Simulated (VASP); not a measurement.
Crystal: ZnS.

```xyz
2
Lattice="0.0000 2.7020 2.7020 2.7020 0.0000 2.7020 2.7020 2.7020 0.0000" Properties=species:S:1:pos:R:3 pbc="T T T"
Zn    4.0530    4.0530    4.0530
S     0.0000    0.0000    0.0000
```

Base run:

```yaml
Program: VASP 6.6.1
Functional: PBE-based screened hybrid with 25 % exact exchange
Potentials_or_basis: VASP PAW PBE potentials, release 64 (Zn, S)
Cutoff: 520 eV
k_mesh: 5 × 5 × 5
Occupations: fermi-dirac, width 0.05 eV
Spin: no spin polarisation
```

Its results: band gap on the k mesh 2.69 eV; pressure 1.7 GPa.

**Question.** The run is repeated on the same cell with these changes: further incar settings from ALGO = Normal; EDIFF = 1e-06; NBANDS = 16 to ALGO = Normal; EDIFF = 1e-07; NBANDS = 16; screening parameter from 0.6 1/Å to 0.4 1/Å. What comes out?

**Answer.** Band gap on the k mesh 2.95 eV; pressure 1.3 GPa.

Caveats: the PAW data sets were made with another functional, which shifts forces and pressure a little.

